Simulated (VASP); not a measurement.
Sb: single point with PBEsol

Crystal: Sb.

```
Sb
1.0
     3.06174    0.00000    0.00000
     0.00000    3.06174    0.00000
     0.00000    0.00000    3.03113
Sb
1
Direct
  0.00000 0.00000 0.00000
```

This cell differs from its parent crystal: strain along c alone, the other axes held: -1.0 %.

| Quantity | Value |
| --- | --- |
| Program | VASP 6.6.1 |
| Task | single point |
| Functional | PBEsol |
| Potentials or basis | VASP PAW PBE potentials, release 64 (Sb) |
| Cutoff | 520 eV |
| k mesh | 18 × 18 × 18 |
| Occupations | gaussian, width 0.1 eV |
| Spin | no spin polarisation |

```yaml
Pressure: 0.8 GPa
```

Stress tensor (GPa, compression positive):
```
0.32 0.00 0.00
0.00 0.32 0.00
0.00 0.00 1.77
```

Levels at points of the mesh, in eV from the Fermi level:
| k point | band 1 | band 2 | band 3 | band 4 | band 5 | band 6 | band 7 | band 8 |
| --- | --- | --- | --- | --- | --- | --- | --- | --- |
| (0.00, 0.00, 0.00) | -12.80 | 3.27 | 3.27 | 3.57 | 6.92 | 7.04 | 8.44 | 17.92 |
| (0.50, 0.00, 0.00) | -10.24 | -5.95 | 5.41 | 5.71 | 9.18 | 10.67 | 11.51 | 11.53 |
| (0.50, 0.50, 0.00) | -7.51 | -3.79 | -3.79 | 1.90 | 7.92 | 13.34 | 13.49 | 13.49 |
| (0.00, 0.00, 0.50) | -10.10 | -5.97 | 5.52 | 5.52 | 9.19 | 10.53 | 11.42 | 11.51 |
| (0.50, 0.00, 0.50) | -7.36 | -3.83 | -3.69 | 1.93 | 7.72 | 13.26 | 13.26 | 13.38 |
| (0.50, 0.50, 0.50) | -4.27 | -1.82 | -1.67 | -1.67 | 4.70 | 4.70 | 4.79 | 6.69 |

Wall time 21 s on 1 thread of Intel(R) Xeon(R) 6975P-C (Granite Rapids), with other jobs on the host, peak memory 0.24 GiB.

Caveat: the cell differs from its parent crystal (strain along c alone, the other axes held: -1.0 %); the PAW data sets were made with another functional, which shifts forces and pressure a little; spin-orbit coupling is left out, which moves the levels of the heavy elements.
